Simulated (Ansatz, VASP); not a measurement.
# Two plane-wave programs on Na

INCAR

```
PREC = Accurate
ENCUT = 520
EDIFF = 1E-6
ISMEAR = -1
SIGMA = 0.05
LREAL = False
LASPH = True
NELM = 80
ALGO = Normal
ISIF = 2
LWAVE = False
LCHARG = False
GGA = PE
NBANDS = 14
```

File KPOINTS:

```
regular mesh
0
Gamma
  12 12 6
```

File POSCAR:

```
Na
1.0
    3.4695363703      0.0000000000      0.0000000000
   -1.7347681851      3.0047066360      0.0000000000
    0.0000000000      0.0000000000      5.6908547529
Na
2
Direct
    0.3333333333      0.6666666667      0.2500000000
    0.6666666667      0.3333333333      0.7500000000
```

Input for Ansatz:

```yaml
crystal:
  lattice:
    - [3.4695363703, 0.0, 0.0]
    - [-1.7347681851, 3.004706636, 0.0]
    - [0.0, 0.0, 5.6908547529]
  atoms:
    - { symbol: Na, position: [0.3333333333, 0.6666666667, 0.25] }
    - { symbol: Na, position: [0.6666666667, 0.3333333333, 0.75] }
kpoints:
  mp_grid: { grid: [12, 12, 6] }
scf:
  occupations: { method: fermi_dirac, width: 0.05 }
hamiltonian:
  xc: pbe
  pseudopotentials: { kind: paw }
output:
  forces: true
  stress: true
  eigenvalues: true
  populations: true
```

Change from the starting cell: volume scaled by 0.8, PAW files.

Alike in both runs: task single point; functional PBE; k mesh 12 × 12 × 6; occupations fermi-dirac, width 0.05 eV; no spin polarisation.

|  | VASP | Ansatz |
| --- | --- | --- |
| version | VASP 6.6.1 | Ansatz 0.2.0 |
| potentials or method | VASP PAW PBE potentials, release 64 (Na_pv) | PAW with Ansatz's default frozen-core files, scalar-relativistic |
| plane-wave cutoff (eV) | 520 | 420 |
| valence electrons in the cell | 14 | 18 |

```csv
,VASP,Ansatz,Ansatz less VASP
pressure (GPa),2.6,2.6,+0.03
```

VASP's potentials hold 14 valence electrons a cell and Ansatz's 18, so a difference there can come from the potentials and not from the codes.
